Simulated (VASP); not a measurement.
# BeS (F-43m) in VASP: further runs

The runs below take BeS through relaxation of cell and atoms, single point, with LDA, r2SCAN, HSE06.

Program: VASP 6.6.1. These are calculated values, not measurements. Logs are shortened: lines on timing, memory, paths and dates and some standing lists are left out, and cuts for length are marked.

## (1) The cell of the first run

The structure is cubic, space group F-43m (No. 216). Conventional cell: a = 4.876 Å, b = 4.876 Å, c = 4.876 Å, α = 90.00°, β = 90.00°, γ = 90.00°. Be (site symmetry -43m) has 4 S at 2.11 Å within 2.8 Å. Within 2.8 Å of S (site symmetry -43m) lie 4 Be at 2.11 Å.

## (2) Relaxation of cell and atoms, LDA

The input, INCAR:

```
PREC = Accurate
ENCUT = 600
EDIFF = 1E-6
ISMEAR = -1
SIGMA = 0.02
LREAL = False
LASPH = True
NELM = 100
ALGO = Normal
ISIF = 3
LWAVE = False
LCHARG = False
IBRION = 2
NSW = 80
EDIFFG = -0.005
```

The input, KPOINTS:

```
regular mesh
0
Gamma
  8 8 8
```

The input, POSCAR:

```
BeS
1.0
    0.0000000000      2.4379189245      2.4379189245
    2.4379189245      0.0000000000      2.4379189245
    2.4379189245      2.4379189245      0.0000000000
Be S
1 1
Direct
    0.0000000000      0.0000000000      0.0000000000
    0.2500000000      0.2500000000      0.2500000000
```

Potentials or basis: VASP PAW LDA potentials, release 64 (Be, S).

On the command line:

```console
$ cat potpaw_LDA.64/Be/POTCAR potpaw_LDA.64/S/POTCAR > POTCAR
$ mpirun -np 1 vasp_std > vasp.out
```

OUTCAR:

```text
PREC = Accurate
   ENCUT = 600
   EDIFF = 1E-6
   ISMEAR = -1
   LREAL = False
   LASPH = True
   NELM = 100
   ISIF = 3
   IBRION = 2
   NSW = 80
   EDIFFG = -0.005

 ion  position               nearest neighbor table
   1  0.000  0.000  0.000-   2 2.11   2 2.11   2 2.11   2 2.11
   2  0.250  0.250  0.250-   1 2.11   1 2.11   1 2.11   1 2.11

  LATTYP: Found a face centered cubic cell.
 ALAT       =     4.8758378490

  Lattice vectors:

 A1 = (   0.0000000000,   2.4379189245,   2.4379189245)
 A2 = (   2.4379189245,   0.0000000000,   2.4379189245)
 A3 = (   2.4379189245,   2.4379189245,   0.0000000000)

Analysis of symmetry for initial positions (statically):
=====================================================================
 Subroutine PRICEL returns:
 Original cell was already a primitive cell.

 Routine SETGRP: Setting up the symmetry group for a
 face centered cubic supercell.

 Subroutine GETGRP returns: Found 24 space group operations
 (whereof 24 operations were pure point group operations)
 out of a pool of 48 trial point group operations.

The static configuration has the point symmetry T_d .

Analysis of symmetry for dynamics (positions and initial velocities):
=====================================================================
 Subroutine PRICEL returns:
 Original cell was already a primitive cell.

 Routine SETGRP: Setting up the symmetry group for a
 face centered cubic supercell.

 Subroutine GETGRP returns: Found 24 space group operations
 (whereof 24 operations were pure point group operations)
 out of a pool of 48 trial point group operations.

The dynamic configuration has the point symmetry T_d .

 Subroutine INISYM returns: Found 24 space group operations
 (whereof 24 operations are pure point group operations),
 and found     1 'primitive' translations

----------------------------------------------------------------------------------------

                                     Primitive cell

  volume of cell :      28.9793

  direct lattice vectors                    reciprocal lattice vectors
     0.000000000  2.437918924  2.437918924    -0.205092957  0.205092957  0.205092957
     2.437918924  0.000000000  2.437918924     0.205092957 -0.205092957  0.205092957
     2.437918924  2.437918924  0.000000000     0.205092957  0.205092957 -0.205092957

  length of vectors
     3.447738007  3.447738007  3.447738007     0.355231421  0.355231421  0.355231421

  position of ions in fractional coordinates (direct lattice)
     0.000000000  0.000000000  0.000000000
     0.250000000  0.250000000  0.250000000

  ion indices of the primitive-cell ions
   primitive index   ion index
                 1           1
                 2           2

----------------------------------------------------------------------------------------

 KPOINTS: regular mesh

Automatic generation of k-mesh.
 Grid dimensions read from file:
 generate k-points for:    8    8    8

 Generating k-lattice:

  Cartesian coordinates                     Fractional coordinates (reciprocal lattice)
    -0.025636620  0.025636620  0.025636620     0.125000000  0.000000000  0.000000000
     0.025636620 -0.025636620  0.025636620     0.000000000  0.125000000  0.000000000
     0.025636620  0.025636620 -0.025636620     0.000000000  0.000000000  0.125000000

  Length of vectors
     0.044403928  0.044403928  0.044403928

  Shift w.r.t. Gamma in fractional coordinates (k-lattice)
     0.000000000  0.000000000  0.000000000

 Subroutine IBZKPT returns following result:
 ===========================================

 Found     29 irreducible k-points:

 Following reciprocal coordinates:
            Coordinates               Weight
  0.000000  0.000000  0.000000      1.000000
  0.125000  0.000000  0.000000      8.000000
  0.250000  0.000000  0.000000      8.000000
  0.375000  0.000000  0.000000      8.000000
  0.500000  0.000000  0.000000      4.000000
  0.125000  0.125000  0.000000      6.000000
[... 16 lines left out ...]
  0.500000  0.250000  0.125000     48.000000
 -0.375000  0.250000  0.125000     24.000000
 [... further k-points ...]
   k-points           NKPTS =     29   k-points in BZ     NKDIM =     29   number of bands    NBANDS=      8
   number of dos      NEDOS =    301   number of ions     NIONS =      2
   total plane-waves  NPLWV =  21952
   dimension x,y,z NGX =    28 NGY =   28 NGZ =   28
   dimension x,y,z NGXF=    56 NGYF=   56 NGZF=   56
   ions per type =               1   1
   NGX,Y,Z   is equivalent  to a cutoff of  13.50, 13.50, 13.50 a.u.
   NGXF,Y,Z  is equivalent  to a cutoff of  27.00, 27.00, 27.00 a.u.
 SYSTEM =  unknown system
   PREC   = accura    normal or accurate (medium, high low for compatibility)
   ISTART =      0    job   : 0-new  1-cont  2-samecut
   ICHARG =      2    charge: 1-file 2-atom 10-const
   ISPIN  =      1    spin polarized calculation?
   LNONCOLLINEAR =      F non collinear calculations
   LSORBIT =      F    spin-orbit coupling
   LASPH  =      T    aspherical Exc in radial PAW
   ENCUT  =  600.0 eV  44.10 Ry    6.64 a.u.   6.89  6.89  6.89*2*pi/ulx,y,z
   NELM   =    100;   NELMIN=  2; NELMDL= -5     # of ELM steps
   EDIFF  = 0.1E-05   stopping-criterion for ELM
   LREAL  =      F    real-space projection
   EDIFFG = -.5E-02   stopping-criterion for IOM
   NSW    =     80    number of steps for IOM
   IBRION =      2    ionic relax: 0-MD 1-quasi-New 2-CG
   NFREE  =      1    steps in history (QN), initial steepest desc. (CG)
   ISIF   =      3    stress and relaxation
   ISYM   =      2    0-nonsym 1-usesym 2-fastsym
   POTIM  = 0.5000    time-step for ionic-motion
   TEBEG  =    0.0;   TEEND  =   0.0 temperature during run
   PSTRESS=    0.0 pullay stress
   NELECT =       8.0000    total number of electrons
   NUPDOWN=      -1.0000    fix difference up-down
   EMIN   =  10.00;   EMAX   =-10.00  energy-range for DOS
   EFERMI =   0.00;   METHOD = LEGACY
   ISMEAR =    -1;   SIGMA  =   0.02  broadening in eV -4-tet -1-fermi 0-gaus
   EFERMI_NEDOS =   21; number of points for ismear=-14 and -15
   IALGO  =     38    algorithm
   IMIX   =      4    mixing-type and parameters
     AMIX     =   0.40;   BMIX     =  1.00
     AMIX_MAG =   1.60;   BMIX_MAG =  1.00
  volume/ion in A,a.u.               =      14.49        97.78
  Fermi-wavevector in a.u.,A,eV,Ry     =   1.065963  2.014378 15.459996  1.136278
  Thomas-Fermi vector in A             =   2.201532
   LORBIT       =      0    0 simple, 1 ext, 2 COOP (PROOUT), +10 PAW based schemes
   GGA     = CA    functional components
   LHFCALC =     F    Hartree Fock is set to
   AEXX    =    0.0000 exact exchange contribution
   IVDW    =     0    specifies the selected vdW correction
   LEPSILON=     F    determine dielectric tensor
   LRPA    =     F    only Hartree local field effects (RPA)
 conjugate gradient relaxation of ions
 non-spin polarized calculation
  energy-cutoff  :      600.00
  volume of cell :       28.98
 maximum number of plane-waves:       982
   NGX = 13   NGY = 13   NGZ = 13

--------------------------------------- Ionic step        1  -------------------------------------------

 number of electron       7.9999999 magnetization

 Free energy of the ion-electron system (eV)
  ---------------------------------------------------
  ext. energy  EPLUGINS =         0.00000000
  ---------------------------------------------------
  free energy    TOTEN  =       -11.12246606 eV

  energy without entropy =      -11.12246606  energy(sigma->0) =      -11.12246606

 E-fermi :   4.2861     XC(G=0):  -9.9259

 val. band max:        3.8649910343   @ k =   0.0000   0.0000   0.0000
 cond. band min:       6.8027397793   @ k =   0.5000   0.5000   0.0000
 fundamental gap:      2.9377487449
 Fermi energy:         4.2861054452

 k-point     1 :       0.0000    0.0000    0.0000
  band No.  band energies     occupation
      1      -9.6847      2.00000
      2       3.8650      2.00000
      3       3.8650      2.00000
      4       3.8650      2.00000
      5       9.4073      0.00000
      6       9.4139      0.00000
      7       9.4139      0.00000
      8       9.4139      0.00000

 k-point     2 :       0.1250    0.0000    0.0000
  band No.  band energies     occupation
      1      -9.5099      2.00000
      2       2.6634      2.00000
      3       3.6672      2.00000
      4       3.6672      2.00000
      5       9.2633      0.00000
      6       9.7653      0.00000
      7       9.7653      0.00000
      8      10.7725      0.00000
[... 300 lines left out ...]
 POSITION                                       TOTAL-FORCE (eV/Angst)
 -----------------------------------------------------------------------------------
      4.77940      4.77940      4.77940         0.000000      0.000000     -0.000000
      1.19485      1.19485      1.19485        -0.000000     -0.000000      0.000000
 -----------------------------------------------------------------------------------
    total drift:                               -0.000000     -0.000000     -0.000000

  FREE ENERGIE OF THE ION-ELECTRON SYSTEM (eV)
  ---------------------------------------------------
  free  energy   TOTEN  =       -11.1415736503 eV

  energy  without entropy=      -11.1415736502  energy(sigma->0) =      -11.14157365

--------------------------------------- Ionic step        3  -------------------------------------------

 number of electron       8.0000001 magnetization

 Free energy of the ion-electron system (eV)
  ---------------------------------------------------
  ext. energy  EPLUGINS =         0.00000000
  ---------------------------------------------------
  free energy    TOTEN  =       -11.14269523 eV

  energy without entropy =      -11.14269523  energy(sigma->0) =      -11.14269523

 E-fermi :   4.7576     XC(G=0): -10.1201

 val. band max:        4.3743822342   @ k =   0.0000   0.0000   0.0000
 cond. band min:       7.2067800008   @ k =   0.5000   0.5000   0.0000
 fundamental gap:      2.8323977666
 Fermi energy:         4.7575794611

 k-point     1 :       0.0000    0.0000    0.0000
  band No.  band energies     occupation
      1      -9.5051      2.00000
      2       4.3744      2.00000
      3       4.3744      2.00000
      4       4.3744      2.00000
      5       9.9025      0.00000
      6       9.9025      0.00000
      7       9.9025      0.00000
      8      10.3299      0.00000

 k-point     2 :       0.1250    0.0000    0.0000
  band No.  band energies     occupation
      1      -9.3187      2.00000
      2       3.1161      2.00000
      3       4.1603      2.00000
      4       4.1603      2.00000
      5       9.8904      0.00000
      6      10.2769      0.00000
      7      10.2769      0.00000
      8      11.6176      0.00000
[... 264 lines left out ...]
 POSITION                                       TOTAL-FORCE (eV/Angst)
 -----------------------------------------------------------------------------------
      0.00000      0.00000      0.00000        -0.000000     -0.000000     -0.000000
      1.19933      1.19933      1.19933         0.000000      0.000000      0.000000
 -----------------------------------------------------------------------------------
    total drift:                               -0.000000     -0.000000     -0.000000

  FREE ENERGIE OF THE ION-ELECTRON SYSTEM (eV)
  ---------------------------------------------------
  free  energy   TOTEN  =       -11.1426952316 eV

  energy  without entropy=      -11.1426952315  energy(sigma->0) =      -11.14269523

 reached required accuracy - stopping structural energy minimisation
```

Wall time 15 s (1 thread of Intel Xeon Platinum 8488C (Sapphire Rapids), shared host); peak memory 0.13 GiB.

Results:

| Quantity | Value |
| --- | --- |
| Free energy | -11.1427 eV |
| Relaxed volume | 13.80 Å³/atom |
| Relaxed cell | a = 3.392 Å, b = 3.392 Å, c = 3.392 Å, α = 60.00°, β = 60.00°, γ = 60.00° |
| Space group after relaxing (to 0.05 Å) | F-43m (No. 216) |
| Energy gained by relaxing | 10.1 meV/atom |
| Ionic steps | 3 |
| Pressure after relaxing | 0.0 GPa |
| Band gap on the k mesh | 2.83 eV, indirect (least direct gap 5.53 eV) |

The path:
```
step  energy change (eV)  largest force (eV/Å)  pressure (GPa)  volume (Å³)
   1              0.0000                0.0000           -4.53        28.98
   2             -0.0191                0.0000            1.18        27.29
   3             -0.0202                0.0000            0.00        27.60
```

Final structure:
```
CELL_PARAMETERS angstrom
0.00000 2.39866 2.39866
2.39866 0.00000 2.39866
2.39866 2.39866 0.00000
ATOMIC_POSITIONS crystal
Be 0.00000 0.00000 0.00000
S 0.25000 0.25000 0.25000
```

## (3) Relaxation of cell and atoms, r2SCAN

POSCAR is that of step 2.

The input, INCAR.step1:

```
SYSTEM = BeS
PREC = Accurate ; ENCUT = 600
ISMEAR = -1 ; SIGMA = 0.02
LREAL = .FALSE. ; LASPH = .TRUE.
NELM = 60 ; GGA = PE
ALGO = Normal ; EDIFF = 1E-4
LWAVE = .TRUE. ; LCHARG = .FALSE.
```

The input, INCAR.step2:

```
SYSTEM = BeS
PREC = Accurate ; ENCUT = 600
EDIFF = 1E-6 ; ISMEAR = -1
SIGMA = 0.02 ; LREAL = .FALSE.
LASPH = .TRUE. ; NELM = 60
ALGO = Normal ; ISIF = 3
LWAVE = .FALSE. ; LCHARG = .FALSE.
METAGGA = R2SCAN ; LMIXTAU = .TRUE.
IBRION = 2 ; NSW = 80
EDIFFG = -0.005 ; ISTART = 1
```

The input, KPOINTS:

```
regular mesh
0
G
  8 8 8
  0 0 0
```

Potentials or basis: VASP PAW PBE potentials, release 64 (Be, S).

On the command line:

```console
$ cat potpaw_PBE.64/Be/POTCAR potpaw_PBE.64/S/POTCAR > POTCAR
$ cp INCAR.step1 INCAR
$ mpirun -np 1 vasp_std > vasp.out
$ cp INCAR.step2 INCAR
$ mpirun -np 1 vasp_std > vasp.out
```

It took 50 s on 1 thread of Intel Xeon Platinum 8488C (Sapphire Rapids), shared host; peak memory 0.16 GiB.

Results (log left out):

| Item | Value |
| --- | --- |
| Free energy | -14.7870 eV |
| Relaxed volume | 14.46 Å³/atom |
| Relaxed cell | a = 3.446 Å, b = 3.446 Å, c = 3.446 Å, α = 60.00°, β = 60.00°, γ = 60.00° |
| Space group after relaxing (to 0.05 Å) | F-43m (No. 216) |
| Energy gained by relaxing | 0.0 meV/atom |
| Ionic steps | 2 |
| Pressure after relaxing | 0.0 GPa |
| Band gap on the k mesh | 3.60 eV, indirect (least direct gap 6.27 eV) |

Final structure:
```
Be S
1.0
     0.00000    2.43650    2.43650
     2.43650    0.00000    2.43650
     2.43650    2.43650    0.00000
Be S
1 1
Cartesian
  0.0000 2.4365 2.4365
  1.2182 1.2182 1.2182
```

Levels at points of the mesh, in eV from the valence-band top:
| k point | band 1 | band 2 | band 3 | band 4 | band 5 | band 6 | band 7 | band 8 |
| --- | --- | --- | --- | --- | --- | --- | --- | --- |
| (0.00, 0.00, 0.00) | -14.20 | 0.00 | 0.00 | 0.00 | 6.27 | 6.27 | 6.27 | 6.56 |
| (0.50, 0.00, 0.00) | -12.56 | -5.87 | -1.04 | -1.04 | 6.05 | 7.14 | 7.14 | 11.99 |
| (0.50, 0.50, 0.00) | -12.00 | -5.11 | -2.66 | -2.66 | 3.60 | 5.40 | 13.75 | 13.75 |

Caveat: the PAW data sets were made with another functional, which shifts forces and pressure a little. A k mesh can miss the band edges.

## (4) Single point, HSE06

This run uses another cell than the first one, of 14.29 Å³/atom, 0.986 times its volume.

The input, POSCAR:

```
BeS
1.0
    0.0000000000      2.4266447343      2.4266447343
    2.4266447343      0.0000000000      2.4266447343
    2.4266447343      2.4266447343      0.0000000000
Be S
1 1
Direct
    0.0000000000      0.0000000000      0.0000000000
    0.2500000000      0.2500000000      0.2500000000
```

The input, INCAR.step1:

```
SYSTEM = BeS
PREC = Accurate ; ENCUT = 520
EDIFF = 1E-5 ; ISMEAR = -1
SIGMA = 0.02 ; LREAL = .FALSE.
LASPH = .TRUE. ; NELM = 100
ALGO = Normal ; ISIF = 2
LWAVE = .TRUE. ; LCHARG = .FALSE.
NBANDS = 11 ; GGA = PE
```

The input, INCAR.step2:

```
SYSTEM = BeS
PREC = Accurate ; ENCUT = 520
EDIFF = 1E-6 ; ISMEAR = -1
SIGMA = 0.02 ; LREAL = .FALSE.
LASPH = .TRUE. ; NELM = 100
ALGO = Normal ; ISIF = 2
LWAVE = .FALSE. ; LCHARG = .FALSE.
GGA = PE ; LHFCALC = .TRUE.
HFSCREEN = 0.2079 ; PRECFOCK = Normal
NBANDS = 11 ; ISTART = 1
```

The input, KPOINTS:

```
Automatic mesh
0
G
  6 6 6
  0 0 0
```

On the command line:

```console
$ cat potpaw_PBE.64/Be/POTCAR potpaw_PBE.64/S/POTCAR > POTCAR
$ cp INCAR.step1 INCAR
$ mpirun -np 1 vasp_std > vasp.out
$ cp INCAR.step2 INCAR
$ mpirun -np 1 vasp_std > vasp.out
```

Wall time 7.2 min (1 thread of Intel Xeon Platinum 8488C (Sapphire Rapids), shared host); peak memory 0.25 GiB.

Results (log left out):

- Free energy: -11.3884 eV
- Pressure: -0.1 GPa
- Band gap on the k mesh: 4.05 eV, indirect (least direct gap 6.87 eV)

Levels at points of the mesh, in eV from the valence-band top:
```
           k point  band 1  band 2  band 3  band 4  band 5  band 6  band 7  band 8  band 9
(0.00, 0.00, 0.00)  -15.07    0.00    0.00    0.00    6.87    6.87    6.87    7.05   14.27
(0.50, 0.00, 0.00)  -13.30   -6.34   -1.12   -1.12    6.60    7.77    7.77   12.54   16.57
(0.50, 0.50, 0.00)  -12.70   -5.53   -2.87   -2.87    4.05    5.96   14.50   14.50   17.22
```

Caveat: the PAW data sets were made with another functional, which shifts forces and pressure a little. A k mesh can miss the band edges.

## (5) Overview

```tsv
task	level	potentials or basis	cell	k mesh	cutoff (eV)	grid for exact exchange (PRECFOCK)	screening parameter	gap on the mesh (eV)	pressure (GPa)	relaxed volume (Å³/atom)
relaxation of cell and atoms	LDA	VASP PAW LDA potentials, release 64 (Be, S)	relaxed from a = 3.448 Å, angles 60.0°, 2 atoms	8 × 8 × 8	600	-	-	2.83	0.0	13.80
relaxation of cell and atoms	r2SCAN	VASP PAW PBE potentials, release 64 (Be, S)	relaxed from a = 3.448 Å, angles 60.0°, 2 atoms	8 × 8 × 8	600	-	-	3.60	0.0	14.46
single point	HSE06	VASP PAW PBE potentials, release 64 (Be, S)	a = 3.432 Å, angles 60.0°, 2 atoms	6 × 6 × 6	520	Normal	0.2079 1/Å	4.05	-0.1	-
```

Alike in all rows: no spin polarisation; smearing fermi-dirac 0.02 eV.

Caveats: the PAW data sets were made with another functional, which shifts forces and pressure a little (some runs).

Absolute energies hang on the potentials; compare differences alone.
